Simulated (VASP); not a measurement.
Al: relaxation of cell and atoms with PBEsol

Al:

```
Al
1.0
    -1.59122    1.59122    1.59122
     1.59122   -1.59122    1.59122
     1.59122    1.59122   -1.59122
Al
1
Direct
  0.00000 0.00000 0.00000
```

```
Program                : VASP 6.6.1
Task                   : relaxation of cell and atoms
Functional             : PBEsol
Potentials or basis    : VASP PAW PBE potentials, release 64 (Al)
Cutoff                 : 600 eV
k mesh                 : 9 × 9 × 9
Occupations            : methfessel-paxton, width 0.1 eV
Spin                   : no spin polarisation
Target pressure        : 45 GPa
Dipole correction      : no
Further INCAR settings : ALGO = Normal; EDIFF = 1e-07; IBRION = 2; EDIFFG = -0.01; NSW = 80; ISIF = 3
```

```yaml
Relaxed_volume: 12.11 Å³/atom
Relaxed_cell: a = 2.506 Å, b = 2.506 Å, c = 2.506 Å, α = 109.47°, β = 109.47°, γ = 109.47°
Space_group_after_relaxing_to_0.05_Å: Im-3m (No. 229)
Energy_change_on_relaxing_the_enthalpy_is_what_falls: +473.4 meV/atom
Ionic_steps: 5
Pressure_after_relaxing: 45.0 GPa
```

Step by step:
| step | energy change (eV) | largest force (eV/Å) | pressure (GPa) | volume (Å³) |
| --- | --- | --- | --- | --- |
| 1 | 0.0000 | 0.0000 | 2.48 | 16.12 |
| 2 | 3.3971 | 0.0000 | 235.66 | 8.06 |
| 3 | 0.3734 | 0.0000 | 37.81 | 12.50 |
| 4 | 0.4439 | 0.0000 | 42.92 | 12.22 |
| 5 | 0.4734 | 0.0000 | 45.01 | 12.11 |

Final structure:
```cif
data_structure
_symmetry_space_group_name_H-M 'P 1'
_symmetry_Int_Tables_number 1
_cell_length_a 2.5058
_cell_length_b 2.5058
_cell_length_c 2.5058
_cell_angle_alpha 109.471
_cell_angle_beta 109.471
_cell_angle_gamma 109.471
_cell_volume 12.11
loop_
_atom_site_label
_atom_site_type_symbol
_atom_site_fract_x
_atom_site_fract_y
_atom_site_fract_z
_atom_site_occupancy
Al1 Al 0.00000 0.00000 0.00000 1
```

Levels at points of the mesh, in eV from the Fermi level:
```
           k point  band 1  band 2  band 3  band 4
(0.00, 0.00, 0.00)  -13.59   15.12   15.12   15.12
```

Wall time 4.7 s on 1 thread of Intel(R) Xeon(R) 6975P-C (Granite Rapids) (shared host), peak memory 0.14 GiB.

Caveat: the cell is relaxed towards a set pressure, so the enthalpy falls and the energy may rise; the volume moved by over 15 % at a fixed basis, so the end points are rough; the PAW data sets were made with another functional, which shifts forces and pressure a little.
